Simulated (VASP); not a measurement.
# MnHg3 (Pm-3m) in VASP: notebook, part 2 of 3

VASP 6.6.1. The steps go on from the part before.

## (3) Single point, PBE

This run uses another cell than the first one, of 21.56 Å³/atom, 1.136 times its volume.

INCAR

```
SYSTEM = MnHg3
PREC = Accurate ; ENCUT = 520
EDIFF = 1E-6 ; ISMEAR = 0
SIGMA = 0.1 ; LREAL = .False.
LASPH = .True. ; NELM = 100
ALGO = Fast ; ISIF = 2
LWAVE = .False. ; LCHARG = .False.
GGA = PE ; NBANDS = 32
```

KPOINTS

```
Automatic mesh
0
Gamma
  10 10 10
  0 0 0
```

POSCAR

```
MnHg3
1.0
    4.4178500000      0.0000000000      0.0000000000
    0.0000000000      4.4178500000      0.0000000000
    0.0000000000      0.0000000000      4.4178500000
Mn Hg
1 3
Direct
    0.0000000000      0.0000000000      0.0000000000
    0.5000000000      0.0000000000      0.5000000000
    0.0000000000      0.5000000000      0.5000000000
    0.5000000000      0.5000000000      0.0000000000
```

Potentials or basis: VASP PAW PBE potentials, release 64 (Mn_pv, Hg).

The run is started by

```sh
> cat potpaw_PBE.64/Mn_pv/POTCAR potpaw_PBE.64/Hg/POTCAR > POTCAR
> mpirun -np 1 vasp_std > vasp.out
```

OUTCAR:

```text
SYSTEM = MnHg3
   PREC = Accurate
   ENCUT = 520
   EDIFF = 1E-6
   ISMEAR = 0
   LREAL = .False.
   LASPH = .True.
   NELM = 100
   ISIF = 2
   GGA = PE

 ion  position               nearest neighbor table
   1  0.000  0.000  0.000-   2 3.12   3 3.12   4 3.12   2 3.12   3 3.12   3 3.12   4 3.12   3 3.12
                             2 3.12   4 3.12   2 3.12   4 3.12
   2  0.500  0.000  0.500-   1 3.12   3 3.12   4 3.12   1 3.12   4 3.12   3 3.12   4 3.12   4 3.12
                             1 3.12   3 3.12   1 3.12   3 3.12
   3  0.000  0.500  0.500-   1 3.12   2 3.12   4 3.12   1 3.12   4 3.12   1 3.12   2 3.12   1 3.12
                             2 3.12   4 3.12   4 3.12   2 3.12
   4  0.500  0.500  0.000-   1 3.12   2 3.12   3 3.12   2 3.12   3 3.12   1 3.12   2 3.12   2 3.12
                             1 3.12   3 3.12   3 3.12   1 3.12

  LATTYP: Found a simple cubic cell.
 ALAT       =     4.4178500000

  Lattice vectors:

 A1 = (   4.4178500000,   0.0000000000,   0.0000000000)
 A2 = (   0.0000000000,   4.4178500000,   0.0000000000)
 A3 = (   0.0000000000,   0.0000000000,   4.4178500000)

Analysis of symmetry for initial positions (statically):
=====================================================================
 Subroutine PRICEL returns:
 Original cell was already a primitive cell.

 Routine SETGRP: Setting up the symmetry group for a
 simple cubic supercell.

 Subroutine GETGRP returns: Found 48 space group operations
 (whereof 48 operations were pure point group operations)
 out of a pool of 48 trial point group operations.

The static configuration has the point symmetry O_h .

Analysis of symmetry for dynamics (positions and initial velocities):
=====================================================================
 Subroutine PRICEL returns:
 Original cell was already a primitive cell.

 Routine SETGRP: Setting up the symmetry group for a
 simple cubic supercell.

 Subroutine GETGRP returns: Found 48 space group operations
 (whereof 48 operations were pure point group operations)
 out of a pool of 48 trial point group operations.

The dynamic configuration has the point symmetry O_h .

 Subroutine INISYM returns: Found 48 space group operations
 (whereof 48 operations are pure point group operations),
 and found     1 'primitive' translations

----------------------------------------------------------------------------------------

                                     Primitive cell

  volume of cell :      86.2249

  direct lattice vectors                    reciprocal lattice vectors
     4.417850000  0.000000000  0.000000000     0.226354448  0.000000000  0.000000000
     0.000000000  4.417850000  0.000000000     0.000000000  0.226354448  0.000000000
     0.000000000  0.000000000  4.417850000     0.000000000  0.000000000  0.226354448

  length of vectors
     4.417850000  4.417850000  4.417850000     0.226354448  0.226354448  0.226354448

  position of ions in fractional coordinates (direct lattice)
     0.000000000  0.000000000  0.000000000
     0.500000000  0.000000000  0.500000000
     0.000000000  0.500000000  0.500000000
     0.500000000  0.500000000  0.000000000

  ion indices of the primitive-cell ions
   primitive index   ion index
                 1           1
                 2           2
                 3           3
                 4           4

[... 21 lines left out ...]
 Subroutine IBZKPT returns following result:
 ===========================================

 Found     56 irreducible k-points:

 Following reciprocal coordinates:
            Coordinates               Weight
  0.000000  0.000000  0.000000      1.000000
  0.100000  0.000000  0.000000      6.000000
  0.200000  0.000000  0.000000      6.000000
  0.300000  0.000000  0.000000      6.000000
  0.400000  0.000000  0.000000      6.000000
  0.500000  0.000000  0.000000      3.000000
[... 16 lines left out ...]
  0.200000  0.100000  0.100000     24.000000
  0.300000  0.100000  0.100000     24.000000
 [... further k-points ...]
   k-points           NKPTS =     56   k-points in BZ     NKDIM =     56   number of bands    NBANDS=     32
   number of dos      NEDOS =    301   number of ions     NIONS =      4
   total plane-waves  NPLWV =  46656
   dimension x,y,z NGX =    36 NGY =   36 NGZ =   36
   dimension x,y,z NGXF=    72 NGYF=   72 NGZF=   72
   ions per type =               1   3
   NGX,Y,Z   is equivalent  to a cutoff of  13.55, 13.55, 13.55 a.u.
   NGXF,Y,Z  is equivalent  to a cutoff of  27.09, 27.09, 27.09 a.u.
 SYSTEM =  MnHg3
   PREC   = accura    normal or accurate (medium, high low for compatibility)
   ISTART =      0    job   : 0-new  1-cont  2-samecut
   ICHARG =      2    charge: 1-file 2-atom 10-const
   ISPIN  =      1    spin polarized calculation?
   LNONCOLLINEAR =      F non collinear calculations
   LSORBIT =      F    spin-orbit coupling
   LASPH  =      T    aspherical Exc in radial PAW
   ENCUT  =  520.0 eV  38.22 Ry    6.18 a.u.   8.21  8.21  8.21*2*pi/ulx,y,z
   NELM   =    100;   NELMIN=  2; NELMDL= -5     # of ELM steps
   EDIFF  = 0.1E-05   stopping-criterion for ELM
   LREAL  =      F    real-space projection
   EDIFFG = 0.1E-04   stopping-criterion for IOM
   NSW    =      0    number of steps for IOM
   IBRION =     -1    ionic relax: 0-MD 1-quasi-New 2-CG
   NFREE  =      0    steps in history (QN), initial steepest desc. (CG)
   ISIF   =      2    stress and relaxation
   ISYM   =      2    0-nonsym 1-usesym 2-fastsym
   POTIM  = 0.5000    time-step for ionic-motion
   TEBEG  =    0.0;   TEEND  =   0.0 temperature during run
   PSTRESS=    0.0 pullay stress
   NELECT =      49.0000    total number of electrons
   NUPDOWN=      -1.0000    fix difference up-down
   EMIN   =  10.00;   EMAX   =-10.00  energy-range for DOS
   EFERMI =   0.00;   METHOD = LEGACY
   ISMEAR =     0;   SIGMA  =   0.10  broadening in eV -4-tet -1-fermi 0-gaus
   EFERMI_NEDOS =   21; number of points for ismear=-14 and -15
   IALGO  =     68    algorithm
   IMIX   =      4    mixing-type and parameters
     AMIX     =   0.40;   BMIX     =  1.00
     AMIX_MAG =   1.60;   BMIX_MAG =  1.00
  volume/ion in A,a.u.               =      21.56       145.47
  Fermi-wavevector in a.u.,A,eV,Ry     =   1.356009  2.562485 25.017853  1.838760
  Thomas-Fermi vector in A             =   2.483048
   LORBIT       =      0    0 simple, 1 ext, 2 COOP (PROOUT), +10 PAW based schemes
   GGA     = PE    functional components
   LHFCALC =     F    Hartree Fock is set to
   AEXX    =    0.0000 exact exchange contribution
   IVDW    =     0    specifies the selected vdW correction
   LEPSILON=     F    determine dielectric tensor
   LRPA    =     F    only Hartree local field effects (RPA)
 non-spin polarized calculation
 RMM-DIIS sequential band-by-band and
 Gauss-broadening in eV      SIGMA  =   0.10
  energy-cutoff  :      520.00
  volume of cell :       86.22
 maximum number of plane-waves:      2360
 NGX is ok and might be reduce to    36
   NGX = 17   NGY = 17   NGZ = 17

 number of electron      48.9999986 magnetization

 Free energy of the ion-electron system (eV)
  ---------------------------------------------------
  ext. energy  EPLUGINS =         0.00000000
  ---------------------------------------------------
  free energy    TOTEN  =        -6.53504912 eV

  energy without entropy =       -6.48653254  energy(sigma->0) =       -6.51079083

 E-fermi :   3.5514     XC(G=0): -11.1101

 val. band max:        3.5426700265   @ k =   0.3000   0.1000   0.1000
 cond. band min:       3.5526690231   @ k =   0.5000   0.5000   0.3000
 fundamental gap:      0.0099989966
 Fermi energy:         3.5513724896

 k-point     1 :       0.0000    0.0000    0.0000
  band No.  band energies     occupation
      1     -43.9544      2.00000
      2     -43.9544      2.00000
      3     -43.9544      2.00000
      4      -5.6067      2.00000
      5      -4.6231      2.00000
      6      -4.4757      2.00000
[... 829 lines left out ...]
     31       8.9338      0.00000
     32      10.4191      0.00000

 [... further k-points ...]
[... 5 lines left out ...]
  --------------------------------------------------------------------------------------
  -------------------------------------------------------------------------------------
  Total       -4.0694163     -4.0694163     -4.0694163      0.0000000      0.0000000      0.0000000
  in kB      -75.6153224    -75.6153224    -75.6153224      0.0000000      0.0000000      0.0000000
  external PRESSURE =     -75.6153224 kB  Pullay stress =       0.0000000 kB

 VOLUME and BASIS-vectors are now :
 -----------------------------------------------------------------------------
  energy-cutoff  :      520.00
  volume of cell :       86.22
      direct lattice vectors                 reciprocal lattice vectors
     4.417850000  0.000000000  0.000000000     0.226354448  0.000000000  0.000000000
     0.000000000  4.417850000  0.000000000     0.000000000  0.226354448  0.000000000
     0.000000000  0.000000000  4.417850000     0.000000000  0.000000000  0.226354448

 POSITION                                       TOTAL-FORCE (eV/Angst)
 -----------------------------------------------------------------------------------
      0.00000      0.00000      0.00000         0.000000      0.000000      0.000000
      2.20892      0.00000      2.20892         0.000000      0.000000      0.000000
      0.00000      2.20892      2.20892         0.000000      0.000000      0.000000
      2.20892      2.20892      0.00000         0.000000      0.000000      0.000000
 -----------------------------------------------------------------------------------
    total drift:                                0.000000      0.000000      0.000000

  FREE ENERGIE OF THE ION-ELECTRON SYSTEM (eV)
  ---------------------------------------------------
  free  energy   TOTEN  =        -6.5350491173 eV

  energy  without entropy=       -6.4865325403  energy(sigma->0) =       -6.51079083
```

OSZICAR:

```text
N       E                     dE             d eps       ncg     rms          rms(c)
DAV:   1     0.453161096681E+03    0.45316E+03   -0.25915E+04  3872   0.158E+03
DAV:   2     0.978383350514E+01   -0.44338E+03   -0.42114E+03  3704   0.433E+02
DAV:   3    -0.718291104137E+01   -0.16967E+02   -0.16574E+02  4096   0.963E+01
DAV:   4    -0.732723466835E+01   -0.14432E+00   -0.14426E+00  3840   0.810E+00
DAV:   5    -0.732894983886E+01   -0.17152E-02   -0.17151E-02  4296   0.854E-01    0.111E+01
RMM:   6    -0.108709998801E+02   -0.35421E+01   -0.12058E+01  3700   0.197E+01    0.237E+01
RMM:   7    -0.658205779382E+01    0.42889E+01   -0.36498E+00  3624   0.100E+01    0.620E+00
RMM:   8    -0.653673726103E+01    0.45321E-01   -0.20371E-01  3663   0.263E+00    0.255E+00
RMM:   9    -0.654015554197E+01   -0.34183E-02   -0.42677E-02  3812   0.145E+00    0.821E-01
RMM:  10    -0.653500491843E+01    0.51506E-02   -0.61773E-03  3848   0.490E-01    0.106E-01
RMM:  11    -0.653507753991E+01   -0.72621E-04   -0.50352E-04  3835   0.133E-01    0.922E-02
RMM:  12    -0.653504810748E+01    0.29432E-04   -0.91154E-05  3895   0.683E-02    0.220E-02
RMM:  13    -0.653504952511E+01   -0.14176E-05   -0.21039E-05  3912   0.357E-02    0.829E-03
RMM:  14    -0.653504911725E+01    0.40785E-06   -0.26122E-06  2619   0.101E-02
   1 F= -.65350491E+01 E0= -.65107908E+01  d E =-.485166E-01
```

It took 62 s on 1 thread of Intel Xeon 6975P-C (Granite Rapids), shared host; peak memory 0.29 GiB.

What came out:

| Property | Result |
| --- | --- |
| Free energy | -6.5350 eV |
| Pressure | -7.6 GPa |

Levels at points of the mesh, in eV from the Fermi level:
```tsv
k point	band 21	band 22	band 23	band 24	band 25	band 26	band 27	band 28	band 29	band 30
(0.00, 0.00, 0.00)	-0.87	0.03	0.03	0.03	0.05	0.05	0.05	1.72	1.72	4.25
(0.50, 0.00, 0.00)	-0.66	-0.66	-0.53	-0.12	0.02	0.82	3.35	3.50	3.50	3.84
(0.50, 0.50, 0.00)	-3.61	-2.58	-0.45	-0.45	-0.09	0.26	0.43	4.78	5.30	5.30
(0.50, 0.50, 0.50)	-2.34	-1.97	-1.35	-1.35	-1.35	0.05	0.05	0.85	0.85	0.85
```

Caveat: spin-orbit coupling is left out, which moves the levels of the heavy elements. Spin polarisation is off, so any magnetic state and its effect on volume and gap are missing.

[end of part 2 of 3]
